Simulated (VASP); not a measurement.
Set up this calculation in VASP 6.6.1, as the native input.

| Quantity | Value |
| --- | --- |
| Task | relaxation of cell and atoms |
| Functional | PBE |
| Potentials or basis | VASP PAW PBE potentials, release 64 (Lu) |
| Cutoff | 600 eV |
| k mesh | 15 × 15 × 15 |
| Occupations | fermi-dirac, width 0.05 eV |
| Spin | no spin polarisation |
| Dipole correction | no |
| Further INCAR settings | ALGO = Normal; EDIFF = 1e-06; IBRION = 2; EDIFFG = -0.005; NSW = 60; ISIF = 3 |

The structure of Lu lies in POSCAR:

```
Lu
1.0
   -1.9392350050      1.9392350050      1.9392350050
    1.9392350050     -1.9392350050      1.9392350050
    1.9392350050      1.9392350050     -1.9392350050
Lu
1
Direct
    0.0000000000      0.0000000000      0.0000000000
```

This isn't the form of Lu at room conditions, which is hcp.

One way to write it, as run:

INCAR

```
ALGO     = Normal         # electronic algorithm
EDIFF    = 1E-6           # SCF threshold, eV
EDIFFG   = -0.005         # ionic threshold
ENCUT    = 600            # plane-wave cutoff, eV
GGA      = PE             # functional
IBRION   = 2              # ionic algorithm
ISIF     = 3              # what is computed and relaxed
ISMEAR   = -1             # smearing method
LASPH    = T              # aspherical terms in the spheres
LCHARG   = F              # write CHGCAR
LREAL    = F              # projectors in reciprocal space
LWAVE    = F              # write WAVECAR
NELM     = 60             # most SCF steps
NSW      = 60             # ionic steps
PREC     = Accurate       # precision mode
SIGMA    = 0.05           # smearing width, eV
```

KPOINTS

```
k-points
0
Gamma
  15 15 15
```

Potentials or basis: VASP PAW PBE potentials, release 64 (Lu).

Run with:

```bash
$ cat potpaw_PBE.64/Lu/POTCAR > POTCAR
$ mpirun -np 1 vasp_std > vasp.out
```

It gave:

```json
{
 "Relaxed volume": "29.72 Å³/atom",
 "Relaxed cell": "a = 3.380 Å, b = 3.380 Å, c = 3.380 Å, α = 109.47°, β = 109.47°, γ = 109.47°",
 "Space group after relaxing (to 0.1 Å)": "Im-3m (No. 229)",
 "Energy gained by relaxing": "1.4 meV/atom",
 "Ionic steps": "14",
 "Pressure after relaxing": "0.0 GPa",
 "Band gap on the k mesh": "zero (an odd number of electrons rules out a gap without spin polarisation)"
}
```

Caveat: spin-orbit coupling is left out, which moves the levels of the heavy elements.

Wall time 9.5 min on 1 thread of Oxide Virtual Turin-like Processor, on a shared host, peak memory 0.19 GiB.
